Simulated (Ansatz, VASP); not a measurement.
## Si in VASP and in Ansatz

```
Si
1.0
     2.65107    0.00000    0.00000
    -1.32553    2.29589    0.00000
     0.00000    0.00000    4.54174
Si
2
Cartesian
  0.0135 1.4638 1.0796
  1.3120 0.8321 3.4622
```

Change from the starting cell: all atoms moved at random, sigma 0.05 Å a component.

Alike in both runs: task single point; functional LDA; k mesh 12 × 12 × 8; occupations gaussian, width 0.15 eV; no spin polarisation.

```csv
,VASP,Ansatz
version,VASP 6.6.1,Ansatz 0.2.0
potentials or method,"VASP PAW LDA potentials, release 64 (Si), cutoff 520 eV","scalar-relativistic, plane waves, PAW"
valence electrons in the cell,8,8
```

```csv
,VASP,Ansatz,Ansatz less VASP
gap on the k mesh at the Fermi level (eV),none,none,-
pressure (GPa),0.6,0.6,-0.07
"traceless stress, the component that is largest in VASP (GPa)",-1.90,-1.93,-0.023
rms of the force components (eV/Å),0.258,0.256,-0.0013
```

LDA's correlation is that of Perdew and Zunger in VASP and of Perdew and Wang (1992) in Ansatz. Atom by atom the forces differ by 0.001 eV/Å (rms over components). A gap of «none» marks a metal or a gap that the smearing closes.
